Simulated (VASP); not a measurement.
# NaCl (Fm-3m) in VASP: a series of runs

Runs on NaCl. Level: PBE. Tasks: single point.

Program: VASP 6.6.1. These are calculated values, not measurements. Logs are shortened: lines on timing, memory, paths and dates and some standing lists are left out, and cuts for length are marked.

## (1) The cell of the first run

The structure is cubic, space group Fm-3m (No. 225). The conventional cell has a = 5.826 Å, b = 5.826 Å, c = 5.826 Å, α = 90.00°, β = 90.00°, γ = 90.00°. Within 3.8 Å of Na (site symmetry m-3m) lie 6 Cl at 2.91 Å. Within 3.8 Å of Cl (site symmetry m-3m) lie 6 Na at 2.91 Å.

## (2) Single point, PBE

INCAR

```
ALGO = Normal
EDIFF = 1E-7
ENCUT = 520
GGA = PE
ISIF = 2
ISMEAR = 0
LASPH = T
LCHARG = F
LREAL = F
LWAVE = F
NBANDS = 14
NELM = 80
PREC = Accurate
SIGMA = 0.1
```

KPOINTS

```
k-points
0
Gamma
  7 7 7
```

POSCAR

```
NaCl
1.0
    0.0000000000      2.9129500000      2.9129500000
    2.9129500000      0.0000000000      2.9129500000
    2.9129500000      2.9129500000      0.0000000000
Na Cl
1 1
Direct
    0.0000000000      0.0000000000      0.0000000000
    0.5000000000      0.5000000000      0.5000000000
```

Potentials or basis: VASP PAW PBE potentials, release 64 (Na_pv, Cl).

On the command line:

```bash
$ cat potpaw_PBE.64/Na_pv/POTCAR potpaw_PBE.64/Cl/POTCAR > POTCAR
$ mpirun -np 1 vasp_std > vasp.out
```

OUTCAR:

```text
EDIFF = 1E-7
   ENCUT = 520
   GGA = PE
   ISIF = 2
   ISMEAR = 0
   LASPH = T
   LREAL = F
   NELM = 80
   PREC = Accurate

 ion  position               nearest neighbor table
   1  0.000  0.000  0.000-
   2  0.500  0.500  0.500-

  LATTYP: Found a face centered cubic cell.
 ALAT       =     5.8259000000

  Lattice vectors:

 A1 = (   0.0000000000,   2.9129500000,   2.9129500000)
 A2 = (   2.9129500000,   0.0000000000,   2.9129500000)
 A3 = (   2.9129500000,   2.9129500000,   0.0000000000)

Analysis of symmetry for initial positions (statically):
=====================================================================
 Subroutine PRICEL returns:
 Original cell was already a primitive cell.

 Routine SETGRP: Setting up the symmetry group for a
 face centered cubic supercell.

 Subroutine GETGRP returns: Found 48 space group operations
 (whereof 48 operations were pure point group operations)
 out of a pool of 48 trial point group operations.

The static configuration has the point symmetry O_h .

Analysis of symmetry for dynamics (positions and initial velocities):
=====================================================================
 Subroutine PRICEL returns:
 Original cell was already a primitive cell.

 Routine SETGRP: Setting up the symmetry group for a
 face centered cubic supercell.

 Subroutine GETGRP returns: Found 48 space group operations
 (whereof 48 operations were pure point group operations)
 out of a pool of 48 trial point group operations.

The dynamic configuration has the point symmetry O_h .

 Subroutine INISYM returns: Found 48 space group operations
 (whereof 48 operations are pure point group operations),
 and found     1 'primitive' translations

----------------------------------------------------------------------------------------

                                     Primitive cell

  volume of cell :      49.4344

  direct lattice vectors                    reciprocal lattice vectors
     0.000000000  2.912950000  2.912950000    -0.171647299  0.171647299  0.171647299
     2.912950000  0.000000000  2.912950000     0.171647299 -0.171647299  0.171647299
     2.912950000  2.912950000  0.000000000     0.171647299  0.171647299 -0.171647299

  length of vectors
     4.119533397  4.119533397  4.119533397     0.297301843  0.297301843  0.297301843

  position of ions in fractional coordinates (direct lattice)
     0.000000000  0.000000000  0.000000000
     0.500000000  0.500000000  0.500000000

  ion indices of the primitive-cell ions
   primitive index   ion index
                 1           1
                 2           2

----------------------------------------------------------------------------------------

 KPOINTS: k-points

Automatic generation of k-mesh.
 Grid dimensions read from file:
 generate k-points for:    7    7    7

 Generating k-lattice:

  Cartesian coordinates                     Fractional coordinates (reciprocal lattice)
    -0.024521043  0.024521043  0.024521043     0.142857143  0.000000000  0.000000000
     0.024521043 -0.024521043  0.024521043     0.000000000  0.142857143  0.000000000
     0.024521043  0.024521043 -0.024521043     0.000000000  0.000000000  0.142857143

  Length of vectors
     0.042471692  0.042471692  0.042471692

  Shift w.r.t. Gamma in fractional coordinates (k-lattice)
     0.000000000  0.000000000  0.000000000

 Subroutine IBZKPT returns following result:
 ===========================================

 Found     20 irreducible k-points:

 Following reciprocal coordinates:
            Coordinates               Weight
  0.000000  0.000000  0.000000      1.000000
  0.142857  0.000000  0.000000      8.000000
  0.285714  0.000000  0.000000      8.000000
  0.428571  0.000000  0.000000      8.000000
  0.142857  0.142857  0.000000      6.000000
  0.285714  0.142857  0.000000     24.000000
[... 12 lines left out ...]
 -0.428571  0.428571  0.142857     24.000000
 -0.285714  0.428571  0.142857     24.000000
   k-points           NKPTS =     20   k-points in BZ     NKDIM =     20   number of bands    NBANDS=     14
   number of dos      NEDOS =    301   number of ions     NIONS =      2
   total plane-waves  NPLWV =  32768
   dimension x,y,z NGX =    32 NGY =   32 NGZ =   32
   dimension x,y,z NGXF=    64 NGYF=   64 NGZF=   64
   ions per type =               1   1
   NGX,Y,Z   is equivalent  to a cutoff of  12.91, 12.91, 12.91 a.u.
   NGXF,Y,Z  is equivalent  to a cutoff of  25.83, 25.83, 25.83 a.u.
 SYSTEM =  unknown system
   PREC   = accura    normal or accurate (medium, high low for compatibility)
   ISTART =      0    job   : 0-new  1-cont  2-samecut
   ICHARG =      2    charge: 1-file 2-atom 10-const
   ISPIN  =      1    spin polarized calculation?
   LNONCOLLINEAR =      F non collinear calculations
   LSORBIT =      F    spin-orbit coupling
   LASPH  =      T    aspherical Exc in radial PAW
   ENCUT  =  520.0 eV  38.22 Ry    6.18 a.u.   7.66  7.66  7.66*2*pi/ulx,y,z
   NELM   =     80;   NELMIN=  2; NELMDL= -5     # of ELM steps
   EDIFF  = 0.1E-06   stopping-criterion for ELM
   LREAL  =      F    real-space projection
   EDIFFG = 0.1E-05   stopping-criterion for IOM
   NSW    =      0    number of steps for IOM
   IBRION =     -1    ionic relax: 0-MD 1-quasi-New 2-CG
   NFREE  =      0    steps in history (QN), initial steepest desc. (CG)
   ISIF   =      2    stress and relaxation
   ISYM   =      2    0-nonsym 1-usesym 2-fastsym
   POTIM  = 0.5000    time-step for ionic-motion
   TEBEG  =    0.0;   TEEND  =   0.0 temperature during run
   PSTRESS=    0.0 pullay stress
   NELECT =      14.0000    total number of electrons
   NUPDOWN=      -1.0000    fix difference up-down
   EMIN   =  10.00;   EMAX   =-10.00  energy-range for DOS
   EFERMI =   0.00;   METHOD = LEGACY
   ISMEAR =     0;   SIGMA  =   0.10  broadening in eV -4-tet -1-fermi 0-gaus
   EFERMI_NEDOS =   21; number of points for ismear=-14 and -15
   IALGO  =     38    algorithm
   IMIX   =      4    mixing-type and parameters
     AMIX     =   0.40;   BMIX     =  1.00
     AMIX_MAG =   1.60;   BMIX_MAG =  1.00
  volume/ion in A,a.u.               =      24.72       166.80
  Fermi-wavevector in a.u.,A,eV,Ry     =   1.075081  2.031608 15.725599  1.155799
  Thomas-Fermi vector in A             =   2.210927
   LORBIT       =      0    0 simple, 1 ext, 2 COOP (PROOUT), +10 PAW based schemes
   GGA     = PE    functional components
   LHFCALC =     F    Hartree Fock is set to
   AEXX    =    0.0000 exact exchange contribution
   IVDW    =     0    specifies the selected vdW correction
   LEPSILON=     F    determine dielectric tensor
   LRPA    =     F    only Hartree local field effects (RPA)
 non-spin polarized calculation
 Gauss-broadening in eV      SIGMA  =   0.10
  energy-cutoff  :      520.00
  volume of cell :       49.43
 maximum number of plane-waves:      1363
   NGX = 15   NGY = 15   NGZ = 15

 number of electron      13.9999997 magnetization

 Free energy of the ion-electron system (eV)
  ---------------------------------------------------
  ext. energy  EPLUGINS =         0.00000000
  ---------------------------------------------------
  free energy    TOTEN  =        -6.76346166 eV

  energy without entropy =       -6.76346166  energy(sigma->0) =       -6.76346166

 E-fermi :  -0.7474     XC(G=0):  -7.7587

 val. band max:       -1.2557465500   @ k =   0.0000   0.0000   0.0000
 cond. band min:       3.5004279936   @ k =   0.0000   0.0000   0.0000
 fundamental gap:      4.7561745436
 Fermi energy:        -0.7474088895

 k-point     1 :       0.0000    0.0000    0.0000
  band No.  band energies     occupation
      1     -22.2803      2.00000
      2     -22.2803      2.00000
      3     -22.2803      2.00000
      4     -13.7156      2.00000
      5      -1.2557      2.00000
      6      -1.2557      2.00000
      7      -1.2557      2.00000
      8       3.5004      0.00000
      9       9.7480      0.00000
     10       9.7480      0.00000
     11       9.7480      0.00000
     12      11.7877      0.00000
     13      11.7877      0.00000
     14      13.2349      0.00000

 k-point     2 :       0.1429    0.0000    0.0000
  band No.  band energies     occupation
      1     -22.2837      2.00000
      2     -22.2805      2.00000
      3     -22.2805      2.00000
      4     -13.6702      2.00000
      5      -1.6538      2.00000
      6      -1.2979      2.00000
      7      -1.2979      2.00000
      8       4.0793      0.00000
      9       9.0760      0.00000
     10       9.9477      0.00000
     11       9.9477      0.00000
     12      11.4440      0.00000
     13      11.4440      0.00000
     14      14.0273      0.00000

 k-point     3 :       0.2857    0.0000    0.0000
  band No.  band energies     occupation
      1     -22.2914      2.00000
      2     -22.2812      2.00000
      3     -22.2812      2.00000
      4     -13.5655      2.00000
      5      -2.3676      2.00000
      6      -1.3897      2.00000
      7      -1.3897      2.00000
      8       5.1727      0.00000
      9       8.4225      0.00000
     10       9.8406      0.00000
     11       9.8406      0.00000
     12      11.9560      0.00000
     13      11.9560      0.00000
     14      13.4278      0.00000

 k-point     4 :       0.4286    0.0000    0.0000
  band No.  band energies     occupation
      1     -22.2975      2.00000
      2     -22.2817      2.00000
      3     -22.2817      2.00000
      4     -13.4785      2.00000
      5      -2.8411      2.00000
      6      -1.4603      2.00000
      7      -1.4603      2.00000
      8       5.7794      0.00000
      9       8.5231      0.00000
     10       9.5157      0.00000
     11       9.5157      0.00000
     12      13.0958      0.00000
     13      13.6764      0.00000
     14      13.6764      0.00000

 k-point     5 :       0.1429    0.1429    0.0000
  band No.  band energies     occupation
      1     -22.2835      2.00000
      2     -22.2813      2.00000
      3     -22.2812      2.00000
      4     -13.6565      2.00000
      5      -1.6715      2.00000
      6      -1.3600      2.00000
      7      -1.3600      2.00000
      8       4.2638      0.00000
      9       8.7998      0.00000
     10      10.1331      0.00000
     11      10.1331      0.00000
[... 208 lines left out ...]
 k-point    18 :      -0.4286    0.2857    0.1429
  band No.  band energies     occupation
      1     -22.2938      2.00000
      2     -22.2863      2.00000
      3     -22.2834      2.00000
      4     -13.4427      2.00000
      5      -2.5803      2.00000
      6      -1.9528      2.00000
      7      -1.6211      2.00000
      8       6.9247      0.00000
      9       7.7749      0.00000
     10       8.3817      0.00000
     11      10.2750      0.00000
     12      12.4039      0.00000
     13      13.6669      0.00000
     14      14.9876      0.00000

 k-point    19 :      -0.4286    0.4286    0.1429
  band No.  band energies     occupation
      1     -22.2921      2.00000
      2     -22.2867      2.00000
      3     -22.2855      2.00000
      4     -13.4277      2.00000
      5      -2.5307      2.00000
      6      -1.9372      2.00000
      7      -1.7902      2.00000
      8       6.6299      0.00000
      9       7.4407      0.00000
     10       8.6605      0.00000
     11      10.7691      0.00000
     12      12.6961      0.00000
     13      14.0782      0.00000
     14      14.9046      0.00000

 k-point    20 :      -0.2857    0.4286    0.1429
  band No.  band energies     occupation
      1     -22.2901      2.00000
      2     -22.2899      2.00000
      3     -22.2851      2.00000
      4     -13.4176      2.00000
      5      -2.3260      2.00000
      6      -2.2720      2.00000
      7      -1.7732      2.00000
      8       7.1617      0.00000
      9       7.7325      0.00000
     10       8.4455      0.00000
     11      10.0165      0.00000
     12      12.7480      0.00000
     13      13.6368      0.00000
     14      15.1758      0.00000

------------------------ aborting loop because EDIFF is reached ----------------------------------------

  FORCE on cell =-STRESS in cart. coord.  units (eV):
  Direction    XX          YY          ZZ          XY          YZ          ZX
  --------------------------------------------------------------------------------------
  -------------------------------------------------------------------------------------
  Total       -0.4328143     -0.4328143     -0.4328143      0.0000000     -0.0000000      0.0000000
  in kB      -14.0275915    -14.0275915    -14.0275915      0.0000000     -0.0000000      0.0000000
  external PRESSURE =     -14.0275915 kB  Pullay stress =       0.0000000 kB

 VOLUME and BASIS-vectors are now :
 -----------------------------------------------------------------------------
  energy-cutoff  :      520.00
  volume of cell :       49.43
      direct lattice vectors                 reciprocal lattice vectors
     0.000000000  2.912950000  2.912950000    -0.171647299  0.171647299  0.171647299
     2.912950000  0.000000000  2.912950000     0.171647299 -0.171647299  0.171647299
     2.912950000  2.912950000  0.000000000     0.171647299  0.171647299 -0.171647299

 POSITION                                       TOTAL-FORCE (eV/Angst)
 -----------------------------------------------------------------------------------
      0.00000      0.00000      0.00000         0.000000      0.000000      0.000000
      2.91295      2.91295      2.91295         0.000000      0.000000      0.000000
 -----------------------------------------------------------------------------------
    total drift:                                0.000000     -0.000000     -0.000000

  FREE ENERGIE OF THE ION-ELECTRON SYSTEM (eV)
  ---------------------------------------------------
  free  energy   TOTEN  =        -6.7634616563 eV

  energy  without entropy=       -6.7634616563  energy(sigma->0) =       -6.76346166
```

It took 5.4 s on 1 thread of Intel Xeon 6975P-C (Granite Rapids), shared host; peak memory 0.17 GiB.

Results:

| Property | Result |
| --- | --- |
| Free energy | -6.7635 eV |
| Pressure | -1.4 GPa |
| Band gap on the k mesh | 4.76 eV, direct |

## (3) Single point, PBE

INCAR

```
SYSTEM = NaCl
ALGO = Normal
EDIFF = 1E-7
ENCUT = 520
GGA = PE
ISIF = 2
ISMEAR = 0
LASPH = .True.
LCHARG = .False.
LREAL = .False.
LWAVE = .False.
NBANDS = 14
NELM = 100
PREC = Accurate
SIGMA = 0.1
```

KPOINTS

```
k-points
0
Gamma
  7 7 7
  0 0 0
```

POSCAR is that of step 2.

Potentials or basis: VASP PAW PBE potentials, release 64 (Na_pv, Cl).

On the command line:

```bash
$ cat potpaw_PBE.64/Na_pv/POTCAR potpaw_PBE.64/Cl/POTCAR > POTCAR
$ mpirun -np 1 vasp_std > vasp.out
```

Wall time 5.4 s (1 thread of Intel Xeon 6975P-C (Granite Rapids), shared host); peak memory 0.17 GiB.

It converged, with:

```
Free energy            : -6.7635 eV
Pressure               : -1.4 GPa
Band gap on the k mesh : 4.76 eV, direct
```

Levels at points of the mesh, in eV from the valence-band top:
| k point | band 5 | band 6 | band 7 | band 8 | band 9 | band 10 |
| --- | --- | --- | --- | --- | --- | --- |
| (0.00, 0.00, 0.00) | 0.00 | 0.00 | 0.00 | 4.76 | 11.00 | 11.00 |
